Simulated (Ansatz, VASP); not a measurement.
**One calculation of BiTe, two programs**

INCAR

```
AGGAC = 1.0 ; AGGAX = 1.0
ALDAC = 0.0 ; ALDAX = 1.0
ALGO = Normal ; EDIFF = 1E-6
ENCUT = 520 ; GGA = B5
GGA_COMPAT = F ; ISIF = 2
ISMEAR = 0 ; LASPH = T
LCHARG = F ; LORBIT = 11
LORBMOM = T ; LREAL = F
LSORBIT = T ; LWAVE = F
MAGMOM = 0 0 0 0 0 0 ; NBANDS = 33
NELM = 150 ; PREC = Accurate
SIGMA = 0.1
```

File KPOINTS:

```
k-points
0
Gamma
  5 5 5
```

File POSCAR:

```
BiTe
1.0
    0.0000000000      3.2350000000      3.2350000000
    3.2350000000      0.0000000000      3.2350000000
    3.2350000000      3.2350000000      0.0000000000
Bi Te
1 1
Direct
    0.0000000000      0.0000000000      0.0000000000
    0.5000000000      0.5000000000      0.5000000000
```

The input input.yaml:

```yaml
crystal:
  lattice:
    - [0.0, 3.235, 3.235]
    - [3.235, 0.0, 3.235]
    - [3.235, 3.235, 0.0]
  atoms:
    - { symbol: Bi, position: [0.0, 0.0, 0.0] }
    - { symbol: Te, position: [0.5, 0.5, 0.5] }
kpoints:
  mp_grid: { grid: [5, 5, 5] }
scf:
  occupations: { method: gaussian, width: 0.1 }
hamiltonian:
  xc: blyp
  pseudopotentials: { kind: all_electron, lapw: { basis_error: 0.001 } }
magnetization:
  noncollinear: true
  spin_orbit: true
output:
  forces: true
  stress: true
  eigenvalues: true
  populations: true
```

Alike in both runs: functional BLYP; k mesh 5 × 5 × 5; occupations gaussian, width 0.1 eV; non-collinear spin, spin-orbit coupling.

```csv
,VASP,Ansatz
version,VASP 6.6.1,Ansatz 0.2.0
potentials or method,"VASP PAW PBE potentials, release 64 (Bi_d, Te), cutoff 520 eV","all-electron LAPW, relativistic spinors"
task,single point,atomic charges
```

|  | VASP | Ansatz | Ansatz less VASP |
| --- | --- | --- | --- |
| pressure (GPa) | 6.4 | 6.4 | -0.01 |

VASP's potentials were made for PBE, not for BLYP. Ansatz ran all-electron here, and VASP with PAW potentials.

Noted on Ansatz's run: the k mesh is thin for a metal, which can move the energy by tens of meV per atom.
